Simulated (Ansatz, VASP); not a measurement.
## As in VASP and in Ansatz

```xyz
2
Lattice="1.8797 1.0853 3.4858 -1.8797 1.0853 3.4858 0.0000 -2.1705 3.4858" Properties=species:S:1:pos:R:3 pbc="T T T"
As    0.0000    0.0000    2.3927
As    0.0000    0.0000    8.0647
```

Alike in both runs: functional PBE; k mesh 11 × 11 × 11; occupations fermi-dirac, width 0.05 eV; no spin polarisation.

Ansatz relaxed the structure, and its values are those at the end. VASP's run is a single point on that final structure, the one shown.

|  | VASP | Ansatz |
| --- | --- | --- |
| version | VASP 6.6.1 | Ansatz 0.2.0 |
| potentials or method | VASP PAW PBE potentials, release 64 (As_d) | plane-wave PAW, scalar-relativistic |
| plane-wave cutoff (eV) | 600 | 420 |
| valence electrons in the cell | 30 | 30 |

|  | VASP | Ansatz | Ansatz less VASP |
| --- | --- | --- | --- |
| pressure (GPa) | 3.0 | 2.9 | -0.04 |
| rms of the force components (eV/Å) | 0.006 | 0.002 | -0.0039 |

Ansatz's warnings: stress scf threshold loose.
